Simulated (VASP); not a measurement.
Write the native input for VASP 6.6.1 that does the following.

| Property | Result |
| --- | --- |
| Task | single point |
| Functional | r2SCAN |
| Potentials or basis | VASP PAW PBE potentials, release 64 (Os) |
| Cutoff | 520 eV |
| k mesh | 24 × 24 × 24 |
| Occupations | gaussian, width 0.15 eV |
| Spin | no spin polarisation |
| Dipole correction | no |
| Further INCAR settings | ALGO = Normal; EDIFF = 1e-06; NBANDS = 10 |

The system is Os.

```
Os
1.0
     0.00000    2.05327    1.74528
     2.05327    0.00000    1.74528
     2.05327    2.05327    0.00000
Os
1
Direct
  0.00000 0.00000 0.00000
```

This cell differs from its parent crystal: ratio of the length along z to the lengths across it x 0.85, volume and fractional coordinates fixed.

The input as run:

POSCAR

```
Os
1.0
    0.0000000000      2.0532726884      1.7452817851
    2.0532726884      0.0000000000      1.7452817851
    2.0532726884      2.0532726884      0.0000000000
Os
1
Direct
    0.0000000000      0.0000000000      0.0000000000
```

INCAR.step1

```
SYSTEM = Os
  ALGO = Normal
  EDIFF = 1E-4
  ENCUT = 520
  GGA = PE
  ISMEAR = 0
  LASPH = .TRUE.
  LCHARG = .FALSE.
  LREAL = .FALSE.
  LWAVE = .TRUE.
  NBANDS = 10
  NELM = 100
  PREC = Accurate
  SIGMA = 0.15
```

INCAR.step2

```
SYSTEM = Os
  ALGO = Normal
  EDIFF = 1E-6
  ENCUT = 520
  ISIF = 2
  ISMEAR = 0
  ISTART = 1
  LASPH = .TRUE.
  LCHARG = .TRUE.
  LELF = .TRUE.
  LMIXTAU = .TRUE.
  LREAL = .FALSE.
  LVHAR = .TRUE.
  LWAVE = .FALSE.
  METAGGA = R2SCAN
  NBANDS = 10
  NELM = 100
  PREC = Accurate
  SIGMA = 0.15
```

KPOINTS

```
k-points
0
G
  24 24 24
  0 0 0
```

Potentials or basis: VASP PAW PBE potentials, release 64 (Os).

Command:

```sh
$ cat potpaw_PBE.64/Os/POTCAR > POTCAR
$ cp INCAR.step1 INCAR
$ mpirun -np 1 vasp_std > vasp.out
$ cp INCAR.step2 INCAR
$ mpirun -np 1 vasp_std > vasp.out
```

Results of the run:

```
Pressure               : -11.9 GPa
Band gap on the k mesh : zero (bands 4 and 5 overlap by 5.05 eV)
```

Caveat: the stress differs along the axes, from -29 to 23 GPa; the PAW data sets were made with another functional, which shifts forces and pressure a little; spin-orbit coupling is left out, which moves the levels of the heavy elements.

Run time: 8.3 min on 1 thread of Oxide Virtual Turin-like Processor, with other jobs on the host, peak memory 0.25 GiB.
